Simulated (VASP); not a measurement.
# GaN (P6_3mc) in VASP: further runs

GaN is run at these levels: r2SCAN; tasks: relaxation of shape and atoms at fixed volume.

Everything below comes from runs of VASP 6.6.1. Logs are shortened: lines on timing, memory, paths and dates and some standing lists are left out, and cuts for length are marked.

## Step 1: The cell of the first run

It takes space group P6_3mc (No. 186, hexagonal). Conventional cell: a = 3.177 Å, b = 3.177 Å, c = 5.175 Å, α = 90.00°, β = 90.00°, γ = 120.00°. Ga (site symmetry 3m) has 4 N at 1.94 to 1.95 Å within 2.6 Å. Within 2.6 Å of N (site symmetry 3m) lie 4 Ga at 1.94 to 1.95 Å.

## Step 2: Relaxation of shape and atoms at fixed volume, r2SCAN

The input, POSCAR:

```
GaN
1.0
    3.1771651428      0.0000000001      0.0000000000
   -1.5885825715      2.7515057256      0.0000000000
    0.0000000000      0.0000000000      5.1752186774
Ga N
2 2
Direct
    0.3333333333      0.6666666667     -0.0008277438
    0.6666666667      0.3333333333      0.4991722562
    0.3333333333      0.6666666667      0.3758277438
    0.6666666667      0.3333333333      0.8758277438
```

The input, INCAR.step1:

```
SYSTEM = GaN
PREC = Accurate
ENCUT = 600
ISMEAR = 0
SIGMA = 0.05
LREAL = .False.
LASPH = .True.
NELM = 100
GGA = PE
ALGO = Normal
EDIFF = 1E-4
LWAVE = .True.
LCHARG = .False.
```

The input, INCAR.step2:

```
SYSTEM = GaN
PREC = Accurate
ENCUT = 600
EDIFF = 1E-6
ISMEAR = 0
SIGMA = 0.05
LREAL = .False.
LASPH = .True.
NELM = 100
ALGO = Normal
ISIF = 4
LWAVE = .False.
LCHARG = .False.
METAGGA = R2SCAN
LMIXTAU = .True.
IBRION = 2
NSW = 60
EDIFFG = -0.02
ISTART = 1
```

The input, KPOINTS:

```
regular mesh
0
Gamma
  8 8 6
  0 0 0
```

Potentials or basis: VASP PAW PBE potentials, release 64 (Ga_d, N).

Launch:

```console
$ cat potpaw_PBE.64/Ga_d/POTCAR potpaw_PBE.64/N/POTCAR > POTCAR
$ cp INCAR.step1 INCAR
$ mpirun -np 1 vasp_std > vasp.out
$ cp INCAR.step2 INCAR
$ mpirun -np 1 vasp_std > vasp.out
```

OUTCAR:

```text
SYSTEM = GaN
   PREC = Accurate
   ENCUT = 600
   EDIFF = 1E-6
   ISMEAR = 0
   LREAL = .False.
   LASPH = .True.
   NELM = 100
   ISIF = 4
   METAGGA = R2SCAN
   IBRION = 2
   NSW = 60
   EDIFFG = -0.02
   ISTART = 1

 ion  position               nearest neighbor table
   1  0.333  0.667  0.999-   4 1.94   4 1.94   4 1.94   3 1.95
   2  0.667  0.333  0.499-   3 1.94   3 1.94   3 1.94   4 1.95
   3  0.333  0.667  0.376-   2 1.94   2 1.94   2 1.94   1 1.95
   4  0.667  0.333  0.876-   1 1.94   1 1.94   1 1.94   2 1.95

  LATTYP: Found a hexagonal cell.
 ALAT       =     3.1771651428
 C/A-ratio  =     1.6288793452

  Lattice vectors:

 A1 = (   3.1771651428,   0.0000000001,   0.0000000000)
 A2 = (  -1.5885825715,   2.7515057256,   0.0000000000)
 A3 = (   0.0000000000,   0.0000000000,   5.1752186774)

Analysis of symmetry for initial positions (statically):
=====================================================================
 Subroutine PRICEL returns:
 Original cell was already a primitive cell.

 Routine SETGRP: Setting up the symmetry group for a
 hexagonal supercell.

 Subroutine GETGRP returns: Found 12 space group operations
 (whereof  6 operations were pure point group operations)
 out of a pool of 24 trial point group operations.

The static configuration has the point symmetry C_3v.
 The point group associated with its full space group is C_6v.

Analysis of symmetry for dynamics (positions and initial velocities):
=====================================================================
 Subroutine PRICEL returns:
 Original cell was already a primitive cell.

 Routine SETGRP: Setting up the symmetry group for a
 hexagonal supercell.

 Subroutine GETGRP returns: Found 12 space group operations
 (whereof  6 operations were pure point group operations)
 out of a pool of 24 trial point group operations.

The dynamic configuration has the point symmetry C_3v.
 The point group associated with its full space group is C_6v.

 Subroutine INISYM returns: Found 12 space group operations
 (whereof  6 operations are pure point group operations),
 and found     1 'primitive' translations

----------------------------------------------------------------------------------------

                                     Primitive cell

  volume of cell :      45.2417

  direct lattice vectors                    reciprocal lattice vectors
     3.177165143  0.000000000  0.000000000     0.314745994  0.181718684  0.000000000
    -1.588582571  2.751505726  0.000000000    -0.000000000  0.363437368  0.000000000
     0.000000000  0.000000000  5.175218677     0.000000000  0.000000000  0.193228550

  length of vectors
     3.177165143  3.177165143  5.175218677     0.363437368  0.363437368  0.193228550

  position of ions in fractional coordinates (direct lattice)
     0.333333333  0.666666667  0.999172256
     0.666666667  0.333333333  0.499172256
     0.333333333  0.666666667  0.375827744
     0.666666667  0.333333333  0.875827744

  ion indices of the primitive-cell ions
   primitive index   ion index
                 1           1
                 2           2
                 3           3
                 4           4

----------------------------------------------------------------------------------------

 KPOINTS: regular mesh

Automatic generation of k-mesh.
 Grid dimensions read from file:
 generate k-points for:    8    8    6

 Generating k-lattice:

  Cartesian coordinates                     Fractional coordinates (reciprocal lattice)
     0.039343249  0.022714836  0.000000000     0.125000000  0.000000000  0.000000000
    -0.000000000  0.045429671  0.000000000     0.000000000  0.125000000  0.000000000
     0.000000000  0.000000000  0.032204758     0.000000000  0.000000000  0.166666667

  Length of vectors
     0.045429671  0.045429671  0.032204758

  Shift w.r.t. Gamma in fractional coordinates (k-lattice)
     0.000000000  0.000000000  0.000000000

 Subroutine IBZKPT returns following result:
 ===========================================

 Found     40 irreducible k-points:

 Following reciprocal coordinates:
            Coordinates               Weight
  0.000000  0.000000  0.000000      1.000000
  0.125000  0.000000  0.000000      6.000000
  0.250000  0.000000  0.000000      6.000000
  0.375000  0.000000  0.000000      6.000000
  0.500000  0.000000  0.000000      3.000000
  0.125000  0.125000  0.000000      6.000000
[... 16 lines left out ...]
  0.250000  0.000000  0.333333     12.000000
  0.375000  0.000000  0.333333     12.000000
 [... further k-points ...]
   k-points           NKPTS =     40   k-points in BZ     NKDIM =     40   number of bands    NBANDS=     22
   number of dos      NEDOS =    301   number of ions     NIONS =      4
   total plane-waves  NPLWV =  32928
   dimension x,y,z NGX =    28 NGY =   28 NGZ =   42
   dimension x,y,z NGXF=    56 NGYF=   56 NGZF=   84
   ions per type =               2   2
[... 27 lines left out ...]
   ISMEAR =     0;   SIGMA  =   0.05  broadening in eV -4-tet -1-fermi 0-gaus
   EFERMI_NEDOS =   21; number of points for ismear=-14 and -15
   IALGO  =     38    algorithm
   IMIX   =      4    mixing-type and parameters
     AMIX     =   0.40;   BMIX     =  1.00
     AMIX_MAG =   1.60;   BMIX_MAG =  1.00
  volume/ion in A,a.u.               =      11.31        76.33
  Fermi-wavevector in a.u.,A,eV,Ry     =   1.517036  2.866783 31.312444  2.301400
  Thomas-Fermi vector in A             =   2.626346
   LORBIT       =      0    0 simple, 1 ext, 2 COOP (PROOUT), +10 PAW based schemes
   METAGGA = R2SCAN    functional components
   LHFCALC =     F    Hartree Fock is set to
   AEXX    =    0.0000 exact exchange contribution
   IVDW    =     0    specifies the selected vdW correction
   LEPSILON=     F    determine dielectric tensor
   LRPA    =     F    only Hartree local field effects (RPA)
 conjugate gradient relaxation of ions
 non-spin polarized calculation
 Gauss-broadening in eV      SIGMA  =   0.05
  energy-cutoff  :      600.00
  volume of cell :       45.24
 maximum number of plane-waves:      1526
 NGX is ok and might be reduce to    28
   NGX = 13   NGY = 13   NGZ = 21

 number of electron      35.9999994 magnetization

 Free energy of the ion-electron system (eV)
  ---------------------------------------------------
  ext. energy  EPLUGINS =         0.00000000
  ---------------------------------------------------
  free energy    TOTEN  =       -43.81953395 eV

  energy without entropy =      -43.81953395  energy(sigma->0) =      -43.81953395

 E-fermi :   5.3922     XC(G=0): -12.6951

 val. band max:        5.1611017967   @ k =   0.0000   0.0000   0.0000
 cond. band min:       7.5405347606   @ k =   0.0000   0.0000   0.0000
 fundamental gap:      2.3794329639
 Fermi energy:         5.3922332616

 k-point     1 :       0.0000    0.0000    0.0000
  band No.  band energies     occupation
      1     -11.6993      2.00000
      2     -10.6766      2.00000
      3      -8.6734      2.00000
      4      -8.6577      2.00000
      5      -8.6576      2.00000
      6      -8.5881      2.00000
[... 14 lines left out ...]
     21      15.1507      0.00000
     22      15.7848      0.00000

 k-point     2 :       0.1250    0.0000    0.0000
  band No.  band energies     occupation
      1     -11.5457      2.00000
      2     -10.6323      2.00000
      3      -8.6557      2.00000
      4      -8.6348      2.00000
      5      -8.6074      2.00000
      6      -8.5666      2.00000
[... 14 lines left out ...]
     21      14.4929      0.00000
     22      15.0316      0.00000

 k-point     3 :       0.2500    0.0000    0.0000
  band No.  band energies     occupation
      1     -11.1741      2.00000
      2     -10.5437      2.00000
      3      -8.6131      2.00000
      4      -8.5925      2.00000
      5      -8.5193      2.00000
      6      -8.4796      2.00000
[... 14 lines left out ...]
     21      13.1449      0.00000
     22      14.3971      0.00000
[... 476 lines left out ...]
 k-point    23 :       0.2500    0.0000    0.3333
  band No.  band energies     occupation
      1     -10.9602      2.00000
      2     -10.6384      2.00000
      3      -8.6032      2.00000
      4      -8.5660      2.00000
      5      -8.5553      2.00000
      6      -8.5093      2.00000
[... 14 lines left out ...]
     21      13.0845      0.00000
     22      13.9692      0.00000

 k-point    24 :       0.3750    0.0000    0.3333
  band No.  band energies     occupation
      1     -10.6939      2.00000
      2     -10.5227      2.00000
      3      -8.6018      2.00000
      4      -8.5389      2.00000
      5      -8.5287      2.00000
      6      -8.4437      2.00000
[... 14 lines left out ...]
     21      13.2508      0.00000
     22      13.9426      0.00000

 [... further k-points ...]

------------------------ aborting loop because EDIFF is reached ----------------------------------------

  FORCE on cell =-STRESS in cart. coord.  units (eV):
  Direction    XX          YY          ZZ          XY          YZ          ZX
  --------------------------------------------------------------------------------------
  -------------------------------------------------------------------------------------
  Total        0.6115256      0.6115256      0.6287688     -0.0000000      0.0000000      0.0000000
  in kB       21.6564031     21.6564031     22.2670492     -0.0000000      0.0000000      0.0000000
  external PRESSURE =      21.8599518 kB  Pullay stress =       0.0000000 kB

 VOLUME and BASIS-vectors are now :
 -----------------------------------------------------------------------------
  energy-cutoff  :      600.00
  volume of cell :       45.24
      direct lattice vectors                 reciprocal lattice vectors
     3.177165143  0.000000000  0.000000000     0.314745994  0.181718684  0.000000000
    -1.588582571  2.751505726  0.000000000    -0.000000000  0.363437368  0.000000000
     0.000000000  0.000000000  5.175218677     0.000000000  0.000000000  0.193228550

 POSITION                                       TOTAL-FORCE (eV/Angst)
 -----------------------------------------------------------------------------------
     -0.00000      1.83434      5.17093        -0.000000     -0.000000     -0.003656
      1.58858      0.91717      2.58333         0.000000      0.000000     -0.003656
     -0.00000      1.83434      1.94499         0.000000      0.000000      0.003656
      1.58858      0.91717      4.53260        -0.000000      0.000000      0.003656
 -----------------------------------------------------------------------------------
    total drift:                                0.000000      0.000001     -0.017645

  FREE ENERGIE OF THE ION-ELECTRON SYSTEM (eV)
  ---------------------------------------------------
  free  energy   TOTEN  =       -43.8195339487 eV

  energy  without entropy=      -43.8195339487  energy(sigma->0) =      -43.81953395

 reached required accuracy - stopping structural energy minimisation
```

Run time: 94 s. Hardware: 1 thread of Intel Xeon 6975P-C (Granite Rapids), shared host; peak memory 0.21 GiB.

What came out:

```
Free energy                  : -43.8195 eV
Pressure after relaxing      : 2.2 GPa
Largest force after relaxing : 0.004 eV/Å
Band gap on the k mesh       : 2.38 eV
```

Forces in eV/Å, atoms in the order of the input:
```
Ga   0.000  0.000 -0.004
Ga   0.000  0.000 -0.004
N    0.000  0.000  0.004
N    0.000  0.000  0.004
```

Final structure:
```yaml
crystal:
  lattice:
    - [3.17717, 0.00000, 0.00000]
    - [-1.58858, 2.75151, 0.00000]
    - [0.00000, 0.00000, 5.17522]
  atoms:
    - { symbol: Ga, position: [0.33333, 0.66667, 0.99917] }
    - { symbol: Ga, position: [0.66667, 0.33333, 0.49917] }
    - { symbol: N, position: [0.33333, 0.66667, 0.37583] }
    - { symbol: N, position: [0.66667, 0.33333, 0.87583] }
```

Levels at points of the mesh, in eV from the valence-band top:
```csv
k point,band 15,band 16,band 17,band 18,band 19,band 20,band 21,band 22
"(0.00, 0.00, 0.00)",-1.07,-0.04,0.00,0.00,2.38,4.85,9.99,10.62
"(0.50, 0.00, 0.00)",-4.33,-2.85,-2.26,-1.04,5.60,6.15,6.56,9.40
"(0.00, 0.00, 0.50)",-0.55,-0.55,-0.55,-0.55,4.80,4.80,9.21,9.21
"(0.50, 0.00, 0.50)",-2.02,-2.02,-1.97,-1.97,4.91,4.91,8.45,8.45
```

Caveat: the relaxation stopped at its first step, so nothing moved; the PAW data sets were made with another functional, which shifts forces and pressure a little. r2SCAN opens gaps a little over a GGA but as a rule still falls short of measured ones.

## Step 3: Relaxation of shape and atoms at fixed volume, r2SCAN (11.37 Å³/atom)

This run uses another cell than the first one, of 11.37 Å³/atom.

The input, POSCAR:

```
GaN
1.0
    3.1828303142      0.0000000001      0.0000000000
   -1.5914151572      2.7564119080      0.0000000000
    0.0000000000      0.0000000000      5.1844465580
Ga N
2 2
Direct
    0.3333333333      0.6666666667     -0.0008277438
    0.6666666667      0.3333333333      0.4991722562
    0.3333333333      0.6666666667      0.3758277438
    0.6666666667      0.3333333333      0.8758277438
```

The input, INCAR.step1:

```
ALGO = Normal
EDIFF = 1E-4
ENCUT = 600
GGA = PE
ISMEAR = 0
LASPH = True
LCHARG = False
LREAL = False
LWAVE = True
NELM = 60
PREC = Accurate
SIGMA = 0.05
```

The input, INCAR.step2:

```
ALGO = Normal
EDIFF = 1E-6
EDIFFG = -0.01
ENCUT = 600
IBRION = 2
ISIF = 4
ISMEAR = 0
ISTART = 1
LASPH = True
LCHARG = False
LMIXTAU = True
LREAL = False
LWAVE = False
METAGGA = R2SCAN
NELM = 60
NSW = 60
PREC = Accurate
SIGMA = 0.05
```

The input, KPOINTS:

```
k-points
0
Gamma
  8 8 6
```

Potentials or basis: VASP PAW PBE potentials, release 64 (Ga_d, N).

Launch:

```console
$ cat potpaw_PBE.64/Ga_d/POTCAR potpaw_PBE.64/N/POTCAR > POTCAR
$ cp INCAR.step1 INCAR
$ mpirun -np 1 vasp_std > vasp.out
$ cp INCAR.step2 INCAR
$ mpirun -np 1 vasp_std > vasp.out
```

Wall time 94 s (1 thread of Intel Xeon 6975P-C (Granite Rapids), shared host); peak memory 0.21 GiB.

Results (log left out):

```yaml
Free_energy: -43.8222 eV
Pressure_after_relaxing: 1.1 GPa
Largest_force_after_relaxing: 0.006 eV/Å
Band_gap_on_the_k_mesh: 2.34 eV
```

Forces in eV/Å, atoms in the order of the input:
```
Ga   0.000  0.000 -0.006
Ga   0.000  0.000 -0.006
N    0.000  0.000  0.006
N    0.000  0.000  0.006
```

Final structure:
```yaml
crystal:
  lattice:
    - [3.18283, 0.00000, 0.00000]
    - [-1.59142, 2.75641, 0.00000]
    - [0.00000, 0.00000, 5.18445]
  atoms:
    - { symbol: Ga, position: [0.33333, 0.66667, 0.99917] }
    - { symbol: Ga, position: [0.66667, 0.33333, 0.49917] }
    - { symbol: N, position: [0.33333, 0.66667, 0.37583] }
    - { symbol: N, position: [0.66667, 0.33333, 0.87583] }
```

Levels at points of the mesh, in eV from the valence-band top:
| k point | band 16 | band 17 | band 18 | band 19 | band 20 | band 21 |
| --- | --- | --- | --- | --- | --- | --- |
| (0.00, 0.00, 0.00) | -0.04 | 0.00 | 0.00 | 2.34 | 4.82 | 9.96 |
| (0.50, 0.00, 0.00) | -2.84 | -2.24 | -1.03 | 5.58 | 6.12 | 6.54 |
| (0.00, 0.00, 0.50) | -0.55 | -0.55 | -0.55 | 4.77 | 4.77 | 9.18 |
| (0.50, 0.00, 0.50) | -2.01 | -1.96 | -1.96 | 4.89 | 4.89 | 8.42 |

Caveat: the relaxation stopped at its first step, so nothing moved; the PAW data sets were made with another functional, which shifts forces and pressure a little. r2SCAN opens gaps a little over a GGA but as a rule still falls short of measured ones.

## Step 4: Relaxation of shape and atoms at fixed volume, r2SCAN (11.60 Å³/atom)

This run uses another cell than the first one, of 11.60 Å³/atom.

The input, POSCAR:

```
GaN
1.0
    3.2039092750      0.0000000001      0.0000000000
   -1.6019546376      2.7746668235      0.0000000000
    0.0000000000      0.0000000000      5.2187816418
Ga N
2 2
Direct
    0.3333333333      0.6666666667     -0.0008277438
    0.6666666667      0.3333333333      0.4991722562
    0.3333333333      0.6666666667      0.3758277438
    0.6666666667      0.3333333333      0.8758277438
```

The input, INCAR.step1:

```
SYSTEM = GaN
PREC = Accurate
ENCUT = 600
ISMEAR = 0
SIGMA = 0.05
LREAL = .FALSE.
LASPH = .TRUE.
NELM = 80
GGA = PE
ALGO = Normal
EDIFF = 1E-4
LWAVE = .TRUE.
LCHARG = .FALSE.
```

The input, INCAR.step2:

```
SYSTEM = GaN
PREC = Accurate
ENCUT = 600
EDIFF = 1E-6
ISMEAR = 0
SIGMA = 0.05
LREAL = .FALSE.
LASPH = .TRUE.
NELM = 80
ALGO = Normal
ISIF = 4
LWAVE = .FALSE.
LCHARG = .FALSE.
METAGGA = R2SCAN
LMIXTAU = .TRUE.
IBRION = 2
NSW = 60
EDIFFG = -0.01
ISTART = 1
```

The input, KPOINTS:

```
Automatic mesh
0
G
  8 8 6
  0 0 0
```

Launch:

```console
$ cat potpaw_PBE.64/Ga_d/POTCAR potpaw_PBE.64/N/POTCAR > POTCAR
$ cp INCAR.step1 INCAR
$ mpirun -np 1 vasp_std > vasp.out
$ cp INCAR.step2 INCAR
$ mpirun -np 1 vasp_std > vasp.out
```

Run time: 2.6 min. Hardware: 1 thread of Intel Xeon 6975P-C (Granite Rapids), shared host; peak memory 0.2 GiB.

The run converged. Its results:

- Free energy: -43.8182 eV
- Energy gained by relaxing: 0.0 meV/atom
- Ionic steps: 2
- Pressure after relaxing: -2.7 GPa
- Largest force after relaxing: 0.003 eV/Å
- Band gap on the k mesh: 2.21 eV

Forces in eV/Å, atoms in the order of the input:
```
Ga   0.000  0.000  0.003
Ga   0.000  0.000  0.003
N    0.000  0.000 -0.003
N    0.000  0.000 -0.003
```

Stress tensor (GPa, compression positive):
```
-2.65  0.00  0.00
 0.00 -2.65  0.00
 0.00  0.00 -2.77
```

Final structure:
```
CELL_PARAMETERS angstrom
3.20375 0.00000 0.00000
-1.60188 2.77453 0.00000
0.00000 0.00000 5.21930
ATOMIC_POSITIONS crystal
Ga 0.33333 0.66667 0.99907
Ga 0.66667 0.33333 0.49907
N 0.33333 0.66667 0.37593
N 0.66667 0.33333 0.87593
```

Levels at points of the mesh, in eV from the valence-band top:
```
           k point  band 15  band 16  band 17  band 18  band 19  band 20  band 21  band 22
(0.00, 0.00, 0.00)    -1.04    -0.03     0.00     0.00     2.21     4.68     9.84    10.47
(0.50, 0.00, 0.00)    -4.21    -2.76    -2.18    -1.01     5.52     6.00     6.49     9.18
(0.00, 0.00, 0.50)    -0.53    -0.53    -0.53    -0.53     4.63     4.63     9.06     9.06
(0.50, 0.00, 0.50)    -1.96    -1.96    -1.91    -1.91     4.82     4.82     8.28     8.28
```

Caveat: the PAW data sets were made with another functional, which shifts forces and pressure a little. r2SCAN opens gaps a little over a GGA but as a rule still falls short of measured ones.

## Step 5: Overview

```tsv
cell	gap on the mesh (eV)	pressure (GPa)
relaxed from a = 3.177, b = 3.177, c = 5.175 Å, angles 90.0, 90.0, 120.0°, 4 atoms	2.38	2.2
relaxed from a = 3.183, b = 3.183, c = 5.184 Å, angles 90.0, 90.0, 120.0°, 4 atoms	2.34	1.1
relaxed from a = 3.204, b = 3.204, c = 5.219 Å, angles 90.0, 90.0, 120.0°, 4 atoms	2.21	-2.7
```

Alike in all rows: task relaxation of shape and atoms at fixed volume; level r2SCAN; potentials or basis VASP PAW PBE potentials, release 64 (Ga_d, N); no spin polarisation; k mesh 8 × 8 × 6; cutoff (eV) 600; smearing gaussian 0.05 eV.

Caveats: the PAW data sets were made with another functional, which shifts forces and pressure a little; the relaxation stopped at its first step, so nothing moved (at least some runs).

Total energies depend on the potentials used, so only differences within one code and one set of settings carry meaning.
